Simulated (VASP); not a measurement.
# ZnO (Pm-3m) in VASP: further runs, part 2 of 2

VASP 6.6.1. The steps go on from the part before.

**5. Single point, PBE-based screened hybrid with 25 % exact exchange**

This run uses another cell than the first one, of 9.71 Å³/atom.

POSCAR

```
ZnO
1.0
    2.6882100000      0.0000000000      0.0000000000
    0.0000000000      2.6882100000      0.0000000000
    0.0000000000      0.0000000000      2.6882100000
Zn O
1 1
Direct
    0.0000000000      0.0000000000      0.0000000000
    0.5000000000      0.5000000000      0.5000000000
```

INCAR.step1

```
SYSTEM = ZnO
PREC     = Accurate       ! precision mode
ENCUT    = 520            ! plane-wave cutoff, eV
EDIFF    = 1E-5           ! SCF threshold, eV
ISMEAR   = -1             ! smearing method
SIGMA    = 0.05           ! smearing width, eV
LREAL    = .FALSE.        ! projectors in reciprocal space
LASPH    = .TRUE.         ! aspherical terms in the spheres
NELM     = 60             ! most SCF steps
ALGO     = Normal         ! electronic algorithm
ISIF     = 2              ! what is computed and relaxed
LWAVE    = .TRUE.         ! write WAVECAR
LCHARG   = .FALSE.        ! write CHGCAR
GGA      = PE             ! functional
NBANDS   = 16             ! bands
```

INCAR.step2

```
SYSTEM = ZnO
PREC     = Accurate       ! precision mode
ENCUT    = 520            ! plane-wave cutoff, eV
EDIFF    = 1E-6           ! SCF threshold, eV
ISMEAR   = -1             ! smearing method
SIGMA    = 0.05           ! smearing width, eV
LREAL    = .FALSE.        ! projectors in reciprocal space
LASPH    = .TRUE.         ! aspherical terms in the spheres
NELM     = 60             ! most SCF steps
ALGO     = Normal         ! electronic algorithm
ISIF     = 2              ! what is computed and relaxed
LWAVE    = .FALSE.        ! write WAVECAR
LCHARG   = .FALSE.        ! write CHGCAR
GGA      = PE             ! functional
LHFCALC  = .TRUE.         ! exact exchange
AEXX     = 0.25           ! exact-exchange fraction
HFSCREEN = 0.3            ! screening, 1/A
PRECFOCK = Normal       
ISTART   = 1            
NBANDS   = 16             ! bands
```

KPOINTS

```
regular mesh
0
G
  5 5 5
  0 0 0
```

Launch:

```
cat potpaw_PBE.64/Zn/POTCAR potpaw_PBE.64/O/POTCAR > POTCAR
cp INCAR.step1 INCAR
mpirun -np 1 vasp_std > vasp.out
cp INCAR.step2 INCAR
mpirun -np 1 vasp_std > vasp.out
```

It took 5.2 min on 1 thread of AMD EPYC 7R13, shared host; peak memory 0.2 GiB.

The run converged. Its results:

| Quantity | Value |
| --- | --- |
| Free energy | -9.5149 eV |
| Pressure | -6.5 GPa |
| Band gap on the k mesh | 0.38 eV (least direct gap 1.50 eV) |

Levels at points of the mesh, in eV from the valence-band top:
```tsv
k point	band 7	band 8	band 9	band 10	band 11	band 12
(0.00, 0.00, 0.00)	-1.12	-1.12	-1.12	0.38	15.58	15.58
```

Caveat: the k points lie up to 0.47 Å⁻¹ apart; the PAW data sets were made with another functional, which shifts forces and pressure a little; an odd mesh through Γ misses points on the zone boundary, where band edges can lie.

**6. Single point, PBEsol-based screened hybrid with 25 % exact exchange**

This run uses another cell than the first one, of 9.71 Å³/atom.

POSCAR is that of step 5.

INCAR.step1

```
SYSTEM = ZnO
ALGO = Normal
EDIFF = 1E-5
ENCUT = 520
GGA = PE
ISIF = 2
ISMEAR = -1
LASPH = .True.
LCHARG = .False.
LREAL = .False.
LWAVE = .True.
NBANDS = 16
NELM = 100
PREC = Accurate
SIGMA = 0.05
```

INCAR.step2

```
SYSTEM = ZnO
AEXX = 0.25
ALGO = Normal
EDIFF = 1E-6
ENCUT = 520
GGA = PS
HFSCREEN = 0.207
ISIF = 2
ISMEAR = -1
ISTART = 1
LASPH = .True.
LCHARG = .False.
LHFCALC = .True.
LREAL = .False.
LWAVE = .False.
NBANDS = 16
NELM = 100
PREC = Accurate
PRECFOCK = Normal
SIGMA = 0.05
```

KPOINTS

```
k-points
0
Gamma
  5 5 5
  0 0 0
```

Potentials or basis: VASP PAW PBE potentials, release 64 (Zn, O).

Launch:

```
cat potpaw_PBE.64/Zn/POTCAR potpaw_PBE.64/O/POTCAR > POTCAR
cp INCAR.step1 INCAR
mpirun -np 1 vasp_std > vasp.out
cp INCAR.step2 INCAR
mpirun -np 1 vasp_std > vasp.out
```

OUTCAR:

```text
SYSTEM = ZnO
   AEXX = 0.25
   EDIFF = 1E-6
   ENCUT = 520
   GGA = PS
   HFSCREEN = 0.207
   ISIF = 2
   ISMEAR = -1
   ISTART = 1
   LASPH = .True.
   LHFCALC = .True.
   LREAL = .False.
   NELM = 100
   PREC = Accurate
   PRECFOCK = Normal

 ion  position               nearest neighbor table
   1  0.000  0.000  0.000-   2 2.33   2 2.33   2 2.33   2 2.33   2 2.33   2 2.33   2 2.33   2 2.33

   2  0.500  0.500  0.500-   1 2.33   1 2.33   1 2.33   1 2.33   1 2.33   1 2.33   1 2.33   1 2.33

  LATTYP: Found a simple cubic cell.
 ALAT       =     2.6882100000

  Lattice vectors:

 A1 = (   2.6882100000,   0.0000000000,   0.0000000000)
 A2 = (   0.0000000000,   2.6882100000,   0.0000000000)
 A3 = (   0.0000000000,   0.0000000000,   2.6882100000)

Analysis of symmetry for initial positions (statically):
=====================================================================
 Subroutine PRICEL returns:
 Original cell was already a primitive cell.

 Routine SETGRP: Setting up the symmetry group for a
 simple cubic supercell.

 Subroutine GETGRP returns: Found 48 space group operations
 (whereof 48 operations were pure point group operations)
 out of a pool of 48 trial point group operations.

The static configuration has the point symmetry O_h .

Analysis of symmetry for dynamics (positions and initial velocities):
=====================================================================
 Subroutine PRICEL returns:
 Original cell was already a primitive cell.

 Routine SETGRP: Setting up the symmetry group for a
 simple cubic supercell.

 Subroutine GETGRP returns: Found 48 space group operations
 (whereof 48 operations were pure point group operations)
 out of a pool of 48 trial point group operations.

The dynamic configuration has the point symmetry O_h .

[... 106 lines left out ...]
  Thomas-Fermi vector in A             =   2.693840
   LORBIT       =      0    0 simple, 1 ext, 2 COOP (PROOUT), +10 PAW based schemes
   GGA     = PS    functional components
   LHFCALC =     T    Hartree Fock is set to
   PRECFOCK=normal    Normal, Fast or Accurate (Low or Medium for compatibility)
   ENCUT4O =  -1.0   cutoff for four orbital integrals eV
   NKREDX  =     1    reduce k-point grid by
   NKREDY  =     1    reduce k-point grid by
   NKREDZ  =     1    reduce k-point grid by
   AEXX    =    0.2500 exact exchange contribution
   HFSCREEN=    0.2070 screening length (either q_TF or 0.3 A-1)
   HFSCREENC=   0.2070 screening length for correlation (either q_TF or 0.3 A-1)
   ENCUTFOCK=  -1.0 apply spherical cutoff to Coloumb kernel
   IVDW    =     0    specifies the selected vdW correction
   LEPSILON=     F    determine dielectric tensor
   LRPA    =     F    only Hartree local field effects (RPA)
 non-spin polarized calculation
  energy-cutoff  :      520.00
  volume of cell :       19.43
 maximum number of plane-waves:       526
 NGX is ok and might be reduce to    20
  NGX = 16; NGY = 16; NGZ = 16

 number of electron      18.0000023 magnetization

 Free energy of the ion-electron system (eV)
  ---------------------------------------------------
  ext. energy  EPLUGINS =         0.00000000
  ---------------------------------------------------
  free energy    TOTEN  =       -10.34592142 eV

  energy without entropy =      -10.34560022  energy(sigma->0) =      -10.34576082

 E-fermi :   2.2713     XC(G=0): -10.3309

 val. band max:        1.9186503434   @ k =   0.4000   0.4000   0.0000
 cond. band min:       2.4426069961   @ k =   0.0000   0.0000   0.0000
 fundamental gap:      0.5239566527
 Fermi energy:         2.2712923391

 k-point     1 :       0.0000    0.0000    0.0000
  band No.  band energies     occupation
      1     -18.0694      2.00000
      2      -5.8872      2.00000
      3      -5.8872      2.00000
      4      -4.8692      2.00000
      5      -4.8692      2.00000
      6      -4.8692      2.00000
[... 167 lines left out ...]
      3      -6.2862      2.00000
      4      -5.9296      2.00000
      5      -4.6602      2.00000
      6      -4.6602      2.00000
[... 8 lines left out ...]
     15      24.6859      0.00000
     16      24.6859      0.00000

------------------------ aborting loop because EDIFF is reached ----------------------------------------

  FORCE on cell =-STRESS in cart. coord.  units (eV):
  Direction    XX          YY          ZZ          XY          YZ          ZX
  --------------------------------------------------------------------------------------
  -------------------------------------------------------------------------------------
  Total       -1.5225692     -1.5225692     -1.5225692      0.0000000     -0.0000000      0.0000000
  in kB     -125.5735169   -125.5735169   -125.5735169      0.0000000     -0.0000000      0.0000000
  external PRESSURE =    -125.5735169 kB  Pullay stress =       0.0000000 kB

 VOLUME and BASIS-vectors are now :
 -----------------------------------------------------------------------------
  energy-cutoff  :      520.00
  volume of cell :       19.43
      direct lattice vectors                 reciprocal lattice vectors
     2.688210000  0.000000000  0.000000000     0.371994747  0.000000000  0.000000000
     0.000000000  2.688210000  0.000000000     0.000000000  0.371994747  0.000000000
     0.000000000  0.000000000  2.688210000     0.000000000  0.000000000  0.371994747

 POSITION                                       TOTAL-FORCE (eV/Angst)
 -----------------------------------------------------------------------------------
      0.00000      0.00000      0.00000         0.000000      0.000000      0.000000
      1.34411      1.34411      1.34411         0.000000      0.000000      0.000000
 -----------------------------------------------------------------------------------
    total drift:                               -0.000062      0.000059     -0.000090

  FREE ENERGIE OF THE ION-ELECTRON SYSTEM (eV)
  ---------------------------------------------------
  free  energy   TOTEN  =       -10.3459214218 eV

  energy  without entropy=      -10.3456002249  energy(sigma->0) =      -10.34576082
```

OUTCAR.step1:

```text
SYSTEM = ZnO
   EDIFF = 1E-5
   ENCUT = 520
   GGA = PE
   ISIF = 2
   ISMEAR = -1
   LASPH = .True.
[... 395 lines left out ...]
      0.00000      0.00000      0.00000         0.000000      0.000000      0.000000
      1.34411      1.34411      1.34411         0.000000      0.000000      0.000000
 -----------------------------------------------------------------------------------
    total drift:                               -0.000000      0.000000      0.000000

  FREE ENERGIE OF THE ION-ELECTRON SYSTEM (eV)
  ---------------------------------------------------
  free  energy   TOTEN  =        -7.4801065588 eV

  energy  without entropy=       -7.4762220062  energy(sigma->0) =       -7.47816428
```

Wall time 5.4 min (1 thread of AMD EPYC 7R13, shared host); peak memory 0.2 GiB.

Results:

| Quantity | Value |
| --- | --- |
| Free energy | -10.3459 eV |
| Pressure | -12.6 GPa |
| Band gap on the k mesh | 0.52 eV (least direct gap 1.65 eV) |

Levels at points of the mesh, in eV from the valence-band top:
```
           k point  band 7  band 8  band 9  band 10  band 11  band 12
(0.00, 0.00, 0.00)   -1.13   -1.13   -1.13     0.52    15.75    15.75
```

Caveat: the k points lie up to 0.47 Å⁻¹ apart; the PAW data sets were made with another functional, which shifts forces and pressure a little; an odd mesh through Γ misses points on the zone boundary, where band edges can lie.

**7. The runs side by side**

```csv
level,cell,share of exact exchange,screening parameter,gap on the mesh (eV),pressure (GPa)
HF,"a = 2.654 Å, 2 atoms",1,-,9.52,1.3
PBEsol-based global hybrid with 25 % exact exchange,"a = 2.688 Å, 2 atoms",0.25,-,1.28,-12.9
HSE06,"a = 2.688 Å, 2 atoms",0.25,0.2079 1/Å,0.60,-7.0
PBE-based screened hybrid with 25 % exact exchange,"a = 2.688 Å, 2 atoms",0.25,0.3 1/Å,0.38,-6.5
PBEsol-based screened hybrid with 25 % exact exchange,"a = 2.688 Å, 2 atoms",0.25,0.207 1/Å,0.52,-12.6
```

Alike in all rows: task single point; potentials or basis VASP PAW PBE potentials, release 64 (Zn, O); no spin polarisation; k mesh 5 × 5 × 5; cutoff (eV) 520; smearing fermi-dirac 0.05 eV.

Caveats: all runs use coarse meshes; the PAW data sets were made with another functional, which shifts forces and pressure a little; an odd mesh through Γ misses points on the zone boundary, where band edges can lie.

Absolute energies hang on the potentials; compare differences alone.
